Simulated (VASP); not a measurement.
# LiF (Fm-3m) in VASP: further runs

The runs below take LiF through single point, with PBEsol, PBE.

All numbers are computed with VASP 6.6.1; they aren't measurements. Logs are shortened: lines on timing, memory, paths and dates and some standing lists are left out, and cuts for length are marked.

## 1. The cell of the first run

It takes space group Fm-3m (No. 225, cubic). Conventional cell: a = 3.990 Å, b = 3.990 Å, c = 3.990 Å, α = 90.00°, β = 90.00°, γ = 90.00°. Li (site symmetry m-3m) has 6 F at 1.99 Å within 2.6 Å. F (site symmetry m-3m) has 6 Li at 1.99 Å within 2.6 Å.

## 2. Single point, PBEsol

INCAR

```
SYSTEM = LiF
  PREC = Accurate
  ENCUT = 750
  EDIFF = 1E-6
  ISMEAR = 0
  SIGMA = 0.01
  LREAL = .FALSE.
  LASPH = .TRUE.
  NELM = 120
  ALGO = Normal
  ISIF = 2
  LWAVE = .FALSE.
  LCHARG = .FALSE.
  GGA = PS
  NBANDS = 12
  GGA_COMPAT = .FALSE.
```

KPOINTS

```
Automatic mesh
0
G
  10 10 10
  0 0 0
```

POSCAR

```
LiF
1.0
    0.0000000000      1.9948691814      1.9948691814
    1.9948691814      0.0000000000      1.9948691814
    1.9948691814      1.9948691814      0.0000000000
Li F
1 1
Direct
    0.0000000000      0.0000000000      0.0000000000
    0.5000000000      0.5000000000      0.5000000000
```

Potentials or basis: VASP PAW PBE potentials, release 64 (Li_sv, F).

Launch:

```bash
cat potpaw_PBE.64/Li_sv/POTCAR potpaw_PBE.64/F/POTCAR > POTCAR
mpirun -np 1 vasp_std > vasp.out
```

OUTCAR:

```text
SYSTEM = LiF
   PREC = Accurate
   ENCUT = 750
   EDIFF = 1E-6
   ISMEAR = 0
   LREAL = .FALSE.
   LASPH = .TRUE.
   NELM = 120
   ISIF = 2
   GGA = PS

 ion  position               nearest neighbor table
   1  0.000  0.000  0.000-   2 1.99   2 1.99   2 1.99   2 1.99   2 1.99   2 1.99
   2  0.500  0.500  0.500-   1 1.99   1 1.99   1 1.99   1 1.99   1 1.99   1 1.99

  LATTYP: Found a face centered cubic cell.
 ALAT       =     3.9897383628

  Lattice vectors:

 A1 = (   0.0000000000,   1.9948691814,   1.9948691814)
 A2 = (   1.9948691814,   0.0000000000,   1.9948691814)
 A3 = (   1.9948691814,   1.9948691814,   0.0000000000)

Analysis of symmetry for initial positions (statically):
=====================================================================
 Subroutine PRICEL returns:
 Original cell was already a primitive cell.

 Routine SETGRP: Setting up the symmetry group for a
 face centered cubic supercell.

 Subroutine GETGRP returns: Found 48 space group operations
 (whereof 48 operations were pure point group operations)
 out of a pool of 48 trial point group operations.

The static configuration has the point symmetry O_h .

Analysis of symmetry for dynamics (positions and initial velocities):
=====================================================================
 Subroutine PRICEL returns:
 Original cell was already a primitive cell.

 Routine SETGRP: Setting up the symmetry group for a
 face centered cubic supercell.

 Subroutine GETGRP returns: Found 48 space group operations
 (whereof 48 operations were pure point group operations)
 out of a pool of 48 trial point group operations.

The dynamic configuration has the point symmetry O_h .

 Subroutine INISYM returns: Found 48 space group operations
 (whereof 48 operations are pure point group operations),
 and found     1 'primitive' translations

----------------------------------------------------------------------------------------

                                     Primitive cell

  volume of cell :      15.8772

  direct lattice vectors                    reciprocal lattice vectors
     0.000000000  1.994869181  1.994869181    -0.250643002  0.250643002  0.250643002
     1.994869181  0.000000000  1.994869181     0.250643002 -0.250643002  0.250643002
     1.994869181  1.994869181  0.000000000     0.250643002  0.250643002 -0.250643002

  length of vectors
     2.821171051  2.821171051  2.821171051     0.434126414  0.434126414  0.434126414

  position of ions in fractional coordinates (direct lattice)
     0.000000000  0.000000000  0.000000000
     0.500000000  0.500000000  0.500000000

  ion indices of the primitive-cell ions
   primitive index   ion index
                 1           1
                 2           2

----------------------------------------------------------------------------------------

 KPOINTS: Automatic mesh

Automatic generation of k-mesh.
 Grid dimensions read from file:
 generate k-points for:   10   10   10

 Generating k-lattice:

  Cartesian coordinates                     Fractional coordinates (reciprocal lattice)
    -0.025064300  0.025064300  0.025064300     0.100000000  0.000000000  0.000000000
     0.025064300 -0.025064300  0.025064300     0.000000000  0.100000000  0.000000000
     0.025064300  0.025064300 -0.025064300     0.000000000  0.000000000  0.100000000

  Length of vectors
     0.043412641  0.043412641  0.043412641

  Shift w.r.t. Gamma in fractional coordinates (k-lattice)
     0.000000000  0.000000000  0.000000000

 Subroutine IBZKPT returns following result:
 ===========================================

 Found     47 irreducible k-points:

 Following reciprocal coordinates:
            Coordinates               Weight
  0.000000  0.000000  0.000000      1.000000
  0.100000  0.000000  0.000000      8.000000
  0.200000  0.000000  0.000000      8.000000
  0.300000  0.000000  0.000000      8.000000
  0.400000  0.000000  0.000000      8.000000
  0.500000  0.000000  0.000000      4.000000
[... 16 lines left out ...]
  0.300000  0.300000  0.000000      6.000000
  0.400000  0.300000  0.000000     24.000000
 [... further k-points ...]
   k-points           NKPTS =     47   k-points in BZ     NKDIM =     47   number of bands    NBANDS=     12
   number of dos      NEDOS =    301   number of ions     NIONS =      2
   total plane-waves  NPLWV =  21952
   dimension x,y,z NGX =    28 NGY =   28 NGZ =   28
   dimension x,y,z NGXF=    56 NGYF=   56 NGZF=   56
   ions per type =               1   1
   NGX,Y,Z   is equivalent  to a cutoff of  16.50, 16.50, 16.50 a.u.
   NGXF,Y,Z  is equivalent  to a cutoff of  33.00, 33.00, 33.00 a.u.
 SYSTEM =  LiF
   PREC   = accura    normal or accurate (medium, high low for compatibility)
   ISTART =      0    job   : 0-new  1-cont  2-samecut
   ICHARG =      2    charge: 1-file 2-atom 10-const
   ISPIN  =      1    spin polarized calculation?
   LNONCOLLINEAR =      F non collinear calculations
   LSORBIT =      F    spin-orbit coupling
   LASPH  =      T    aspherical Exc in radial PAW
   ENCUT  =  750.0 eV  55.12 Ry    7.42 a.u.   6.30  6.30  6.30*2*pi/ulx,y,z
   NELM   =    120;   NELMIN=  2; NELMDL= -5     # of ELM steps
   EDIFF  = 0.1E-05   stopping-criterion for ELM
   LREAL  =      F    real-space projection
   EDIFFG = 0.1E-04   stopping-criterion for IOM
   NSW    =      0    number of steps for IOM
   IBRION =     -1    ionic relax: 0-MD 1-quasi-New 2-CG
   NFREE  =      0    steps in history (QN), initial steepest desc. (CG)
   ISIF   =      2    stress and relaxation
   ISYM   =      2    0-nonsym 1-usesym 2-fastsym
   POTIM  = 0.5000    time-step for ionic-motion
   TEBEG  =    0.0;   TEEND  =   0.0 temperature during run
   PSTRESS=    0.0 pullay stress
   NELECT =      10.0000    total number of electrons
   NUPDOWN=      -1.0000    fix difference up-down
   EMIN   =  10.00;   EMAX   =-10.00  energy-range for DOS
   EFERMI =   0.00;   METHOD = LEGACY
   ISMEAR =     0;   SIGMA  =   0.01  broadening in eV -4-tet -1-fermi 0-gaus
   EFERMI_NEDOS =   21; number of points for ismear=-14 and -15
   IALGO  =     38    algorithm
   IMIX   =      4    mixing-type and parameters
     AMIX     =   0.40;   BMIX     =  1.00
     AMIX_MAG =   1.60;   BMIX_MAG =  1.00
  volume/ion in A,a.u.               =       7.94        53.57
  Fermi-wavevector in a.u.,A,eV,Ry     =   1.403300  2.651852 26.793271  1.969250
  Thomas-Fermi vector in A             =   2.525975
   LORBIT       =      0    0 simple, 1 ext, 2 COOP (PROOUT), +10 PAW based schemes
   GGA     = PS    functional components
   LHFCALC =     F    Hartree Fock is set to
   AEXX    =    0.0000 exact exchange contribution
   IVDW    =     0    specifies the selected vdW correction
   LEPSILON=     F    determine dielectric tensor
   LRPA    =     F    only Hartree local field effects (RPA)
 non-spin polarized calculation
 Gauss-broadening in eV      SIGMA  =   0.01
  energy-cutoff  :      750.00
  volume of cell :       15.88
 maximum number of plane-waves:       754
 NGX is ok and might be reduce to    28
   NGX = 13   NGY = 13   NGZ = 13

 number of electron      10.0000004 magnetization

 Free energy of the ion-electron system (eV)
  ---------------------------------------------------
  ext. energy  EPLUGINS =         0.00000000
  ---------------------------------------------------
  free energy    TOTEN  =        -9.85685095 eV

  energy without entropy =       -9.85685095  energy(sigma->0) =       -9.85685095

 E-fermi :  -0.7156     XC(G=0): -10.3471

 val. band max:       -0.9426698129   @ k =   0.0000   0.0000   0.0000
 cond. band min:       8.2207451107   @ k =   0.0000   0.0000   0.0000
 fundamental gap:      9.1634149236
 Fermi energy:        -0.7155614433

 k-point     1 :       0.0000    0.0000    0.0000
  band No.  band energies     occupation
      1     -41.0744      2.00000
      2     -20.8849      2.00000
      3      -0.9427      2.00000
      4      -0.9427      2.00000
      5      -0.9427      2.00000
      6       8.2207      0.00000
      7      23.2586      0.00000
      8      23.2586      0.00000
      9      23.2586      0.00000
     10      23.4555      0.00000
     11      23.4555      0.00000
     12      23.4555      0.00000

 k-point     2 :       0.1000    0.0000    0.0000
  band No.  band energies     occupation
      1     -41.0675      2.00000
      2     -20.8437      2.00000
      3      -1.2458      2.00000
      4      -0.9672      2.00000
      5      -0.9672      2.00000
      6       8.5141      0.00000
      7      20.4065      0.00000
      8      21.9287      0.00000
      9      21.9287      0.00000
     10      24.5596      0.00000
     11      24.5596      0.00000
     12      24.6274      0.00000

 k-point     3 :       0.2000    0.0000    0.0000
  band No.  band energies     occupation
      1     -41.0495      2.00000
      2     -20.7331      2.00000
      3      -1.9711      2.00000
      4      -1.0298      2.00000
      5      -1.0298      2.00000
      6       9.1568      0.00000
      7      17.9062      0.00000
      8      20.4067      0.00000
      9      20.4067      0.00000
     10      25.6213      0.00000
     11      25.9242      0.00000
     12      25.9242      0.00000

 k-point     4 :       0.3000    0.0000    0.0000
  band No.  band energies     occupation
      1     -41.0272      2.00000
      2     -20.5902      2.00000
      3      -2.7747      2.00000
      4      -1.1047      2.00000
      5      -1.1047      2.00000
      6       9.6678      0.00000
      7      16.4569      0.00000
      8      19.1338      0.00000
      9      19.1338      0.00000
     10      27.0199      0.00000
     11      27.6530      0.00000
     12      27.6530      0.00000

 k-point     5 :       0.4000    0.0000    0.0000
  band No.  band energies     occupation
      1     -41.0091      2.00000
      2     -20.4691      2.00000
      3      -3.3737      2.00000
      4      -1.1630      2.00000
      5      -1.1630      2.00000
      6       9.8017      0.00000
      7      15.9850      0.00000
      8      18.3119      0.00000
      9      18.3119      0.00000
     10      28.6576      0.00000
     11      29.4583      0.00000
     12      29.4583      0.00000
[... 228 lines left out ...]
      1     -41.0036      2.00000
      2     -20.3953      2.00000
      3      -3.0509      2.00000
      4      -2.1667      2.00000
      5      -1.2013      2.00000
      6      11.0223      0.00000
      7      14.9795      0.00000
      8      18.5713      0.00000
      9      18.6633      0.00000
     10      28.1901      0.00000
     11      28.3329      0.00000
     12      28.7609      0.00000

 k-point    22 :      -0.2000    0.2000    0.0000
  band No.  band energies     occupation
      1     -41.0201      2.00000
      2     -20.5253      2.00000
      3      -2.6274      2.00000
      4      -1.8632      2.00000
      5      -1.0594      2.00000
      6      10.3925      0.00000
      7      15.7297      0.00000
      8      19.0450      0.00000
      9      19.1488      0.00000
     10      26.4558      0.00000
     11      26.8755      0.00000
     12      29.4950      0.00000

 k-point    23 :       0.3000    0.3000    0.0000
  band No.  band energies     occupation
      1     -41.0139      2.00000
      2     -20.4362      2.00000
      3      -2.9532      2.00000
      4      -1.6443      2.00000
      5      -1.6443      2.00000
      6      11.4204      0.00000
      7      16.8762      0.00000
      8      18.2538      0.00000
      9      19.6277      0.00000
     10      19.6277      0.00000
     11      34.0009      0.00000
     12      34.1147      0.00000

 k-point    24 :       0.4000    0.3000    0.0000
  band No.  band energies     occupation
      1     -41.0006      2.00000
      2     -20.3163      2.00000
      3      -3.3953      2.00000
      4      -1.8676      2.00000
      5      -1.7483      2.00000
      6      12.2346      0.00000
      7      15.7727      0.00000
      8      17.7569      0.00000
      9      19.3790      0.00000
     10      20.4256      0.00000
     11      33.5311      0.00000
     12      34.3360      0.00000

 [... further k-points ...]

------------------------ aborting loop because EDIFF is reached ----------------------------------------

  FORCE on cell =-STRESS in cart. coord.  units (eV):
  Direction    XX          YY          ZZ          XY          YZ          ZX
  --------------------------------------------------------------------------------------
  -------------------------------------------------------------------------------------
  Total        0.0617292      0.0617292      0.0617292      0.0000000     -0.0000000      0.0000000
  in kB        6.2291426      6.2291426      6.2291426      0.0000000     -0.0000000      0.0000000
  external PRESSURE =       6.2291426 kB  Pullay stress =       0.0000000 kB

 VOLUME and BASIS-vectors are now :
 -----------------------------------------------------------------------------
  energy-cutoff  :      750.00
  volume of cell :       15.88
      direct lattice vectors                 reciprocal lattice vectors
     0.000000000  1.994869181  1.994869181    -0.250643002  0.250643002  0.250643002
     1.994869181  0.000000000  1.994869181     0.250643002 -0.250643002  0.250643002
     1.994869181  1.994869181  0.000000000     0.250643002  0.250643002 -0.250643002

 POSITION                                       TOTAL-FORCE (eV/Angst)
 -----------------------------------------------------------------------------------
      0.00000      0.00000      0.00000         0.000000      0.000000      0.000000
      1.99487      1.99487      1.99487        -0.000000     -0.000000     -0.000000
 -----------------------------------------------------------------------------------
    total drift:                                0.000000      0.000000      0.000000

  FREE ENERGIE OF THE ION-ELECTRON SYSTEM (eV)
  ---------------------------------------------------
  free  energy   TOTEN  =        -9.8568509519 eV

  energy  without entropy=       -9.8568509519  energy(sigma->0) =       -9.85685095
```

Run time: 8.6 s. Hardware: 1 thread of AMD EPYC 9R45 (Zen 5), shared host; peak memory 0.12 GiB.

Results:

```
Free energy            : -9.8569 eV
Pressure               : 0.6 GPa
Band gap on the k mesh : 9.16 eV
```

Caveat: the PAW data sets were made with another functional, which shifts forces and pressure a little. Expect the measured gap to be larger: semilocal functionals such as PBEsol lack the derivative discontinuity.

## 3. Single point, PBE

INCAR

```
PREC     = Accurate       # precision mode
ENCUT    = 750            # plane-wave cutoff, eV
EDIFF    = 1E-6           # SCF threshold, eV
ISMEAR   = 0              # smearing method
SIGMA    = 0.01           # smearing width, eV
LREAL    = False          # projectors in reciprocal space
LASPH    = True           # aspherical terms in the spheres
NELM     = 120            # most SCF steps
ALGO     = Normal         # electronic algorithm
ISIF     = 2              # what is computed and relaxed
LWAVE    = False          # write WAVECAR
LCHARG   = True           # write CHGCAR
GGA      = PE             # functional
LELF     = True           # ELF
LVHAR    = True         
NBANDS   = 12             # bands
GGA_COMPAT= False
```

KPOINTS

```
Automatic mesh
0
Gamma
  10 10 10
```

POSCAR is that of step 2.

Potentials or basis: VASP PAW PBE potentials, release 64 (Li_sv, F).

Launch:

```bash
cat potpaw_PBE.64/Li_sv/POTCAR potpaw_PBE.64/F/POTCAR > POTCAR
mpirun -np 1 vasp_std > vasp.out
```

OUTCAR:

```text
PREC = Accurate
   ENCUT = 750
   EDIFF = 1E-6
   ISMEAR = 0
   LREAL = False
   LASPH = True
   NELM = 120
   ISIF = 2
   GGA = PE

 ion  position               nearest neighbor table
   1  0.000  0.000  0.000-   2 1.99   2 1.99   2 1.99   2 1.99   2 1.99   2 1.99
   2  0.500  0.500  0.500-   1 1.99   1 1.99   1 1.99   1 1.99   1 1.99   1 1.99

  LATTYP: Found a face centered cubic cell.
 ALAT       =     3.9897383628

  Lattice vectors:

 A1 = (   0.0000000000,   1.9948691814,   1.9948691814)
[... 547 lines left out ...]
------------------------ aborting loop because EDIFF is reached ----------------------------------------

  FORCE on cell =-STRESS in cart. coord.  units (eV):
  Direction    XX          YY          ZZ          XY          YZ          ZX
  --------------------------------------------------------------------------------------
  -------------------------------------------------------------------------------------
  Total        0.3633807      0.3633807      0.3633807     -0.0000000      0.0000000      0.0000000
  in kB       36.6690137     36.6690137     36.6690137     -0.0000000      0.0000000      0.0000000
  external PRESSURE =      36.6690137 kB  Pullay stress =       0.0000000 kB

 VOLUME and BASIS-vectors are now :
 -----------------------------------------------------------------------------
  energy-cutoff  :      750.00
  volume of cell :       15.88
      direct lattice vectors                 reciprocal lattice vectors
     0.000000000  1.994869181  1.994869181    -0.250643002  0.250643002  0.250643002
     1.994869181  0.000000000  1.994869181     0.250643002 -0.250643002  0.250643002
     1.994869181  1.994869181  0.000000000     0.250643002  0.250643002 -0.250643002

 POSITION                                       TOTAL-FORCE (eV/Angst)
 -----------------------------------------------------------------------------------
      0.00000      0.00000      0.00000         0.000000      0.000000      0.000000
      1.99487      1.99487      1.99487        -0.000000     -0.000000     -0.000000
 -----------------------------------------------------------------------------------
    total drift:                                0.000000      0.000000      0.000000

  FREE ENERGIE OF THE ION-ELECTRON SYSTEM (eV)
  ---------------------------------------------------
  free  energy   TOTEN  =        -9.6338016168 eV

  energy  without entropy=       -9.6338016168  energy(sigma->0) =       -9.63380162
```

OSZICAR:

```text
N       E                     dE             d eps       ncg     rms          rms(c)
DAV:   1     0.466575089876E+02    0.46658E+02   -0.69733E+03  1160   0.112E+03
DAV:   2    -0.855401799483E+01   -0.55212E+02   -0.53440E+02  1344   0.225E+02
DAV:   3    -0.101208674351E+02   -0.15668E+01   -0.15591E+01  1492   0.342E+01
DAV:   4    -0.101414602225E+02   -0.20593E-01   -0.20592E-01  1288   0.417E+00
DAV:   5    -0.101416573120E+02   -0.19709E-03   -0.19709E-03  1448   0.319E-01    0.452E+00
DAV:   6    -0.962457873519E+01    0.51708E+00   -0.24215E+00  1248   0.978E+00    0.139E+00
DAV:   7    -0.962783120705E+01   -0.32525E-02   -0.19400E-02  1496   0.127E+00    0.867E-01
DAV:   8    -0.963369739047E+01   -0.58662E-02   -0.15198E-02  1428   0.135E+00    0.116E-01
DAV:   9    -0.963370625805E+01   -0.88676E-05   -0.94509E-04  1312   0.291E-01    0.451E-02
DAV:  10    -0.963380275464E+01   -0.96497E-04   -0.14029E-04  1272   0.963E-02    0.165E-02
DAV:  11    -0.963380144342E+01    0.13112E-05   -0.64935E-06  1412   0.244E-02    0.303E-03
DAV:  12    -0.963380161676E+01   -0.17334E-06   -0.49198E-07  1276   0.637E-03
   1 F= -.96338016E+01 E0= -.96338016E+01  d E =0.000000E+00
```

Wall time 9.8 s (1 thread of AMD EPYC 9R45 (Zen 5), shared host); peak memory 0.12 GiB.

Results:

| Property | Result |
| --- | --- |
| Free energy | -9.6338 eV |
| Pressure | 3.7 GPa |
| Band gap on the k mesh | 9.34 eV |

Caveat: the cell stands under pressure. A k mesh can miss the band edges.
